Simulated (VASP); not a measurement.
Here is a VASP 6.6.1 calculation.

INCAR

```
ALGO = Normal
EDIFF = 1E-6
ENCUT = 520
GGA = PE
ISIF = 2
ISMEAR = 1
LASPH = True
LCHARG = False
LREAL = False
LWAVE = False
NBANDS = 30
NELM = 100
PREC = Accurate
SIGMA = 0.02
```

File KPOINTS:

```
k-points
0
Gamma
  4 4 6
```

Contents of POSCAR:

```
CsPbI2Br
1.0
    6.2739287936      0.0000000000      0.0000000000
    0.0000000000      6.2739287936      0.0000000000
    0.0000000000      0.0000000000      6.2251539020
Cs Pb I Br
1 1 2 1
Direct
    0.5000000000      0.5000000000      0.5000000000
    0.0000000000      0.0000000000      0.0000000000
    0.0000000000      0.5000000000      0.0000000000
    0.5000000000      0.0000000000      0.0000000000
    0.0000000000      0.0000000000      0.5000000000
```

Potentials or basis: VASP PAW PBE potentials, release 64 (Cs_sv, Pb_d, I, Br).

The run is started by

```bash
$ cat potpaw_PBE.64/Cs_sv/POTCAR potpaw_PBE.64/Pb_d/POTCAR potpaw_PBE.64/I/POTCAR potpaw_PBE.64/Br/POTCAR > POTCAR
$ mpirun -np 1 vasp_std > vasp.out
```

**Question.** Estimate the band gap on the k mesh.

**Answer.** 1.40 eV.

**Question.** Estimate the pressure.

**Answer.** 0.2 GPa.

Stress tensor (GPa, compression positive):
```
 0.87  0.00  0.00
 0.00  0.87  0.00
 0.00  0.00 -1.09
```

Caveat: spin-orbit coupling is left out, which moves the levels of the heavy elements. A k mesh can miss the band edges.
